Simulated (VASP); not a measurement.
Runs of VASP 6.6.1 on K2SiB2. The structure is that of space group P6/mmm (No. 191), or close to it. The cells are those of the table. The cell was built from a structure type or drawn by symmetry, and may not be a known phase.

```csv
task,cell,k mesh,cutoff (eV),gap on the mesh (eV),pressure (GPa),relaxed volume (Å³/atom)
relaxation of cell and atoms,"relaxed from a = 5.173, b = 5.173, c = 4.310 Å, angles 90.0, 90.0, 120.0°, 5 atoms",6 × 6 × 4,600,none,0.2,19.20
single point,"a = 5.173, b = 5.173, c = 4.310 Å, angles 90.0, 90.0, 120.0°, 5 atoms",6 × 6 × 4,520,none,8.4,-
single point,"a = 4.409, b = 4.409, c = 5.607 Å, angles 90.0, 90.0, 120.0°, 5 atoms",12 × 12 × 8,520,none,(a),-
relaxation of cell and atoms,"relaxed from a = 4.427, b = 4.427, c = 5.623 Å, angles 90.0, 90.0, 120.0°, 5 atoms",12 × 12 × 8,600,none,0.0,19.05
single point,"a = 4.427, b = 4.427, c = 5.623 Å, angles 90.0, 90.0, 120.0°, 5 atoms",6 × 6 × 4,520,none,(b),-
```

Alike in all rows: level PBE; potentials or basis VASP PAW PBE potentials, release 64 (K_sv, Si, B); no spin polarisation; smearing gaussian 0.1 eV.

Problem. Fill in the values left out.

Solution. (a) 0.3; (b) 0.4.

Caveats: some runs use coarse meshes; a cell axis changed by over 15 % at a fixed basis, so the end point is rough (at least some runs).

A gap of «none» marks levels without a gap at the run's occupations.
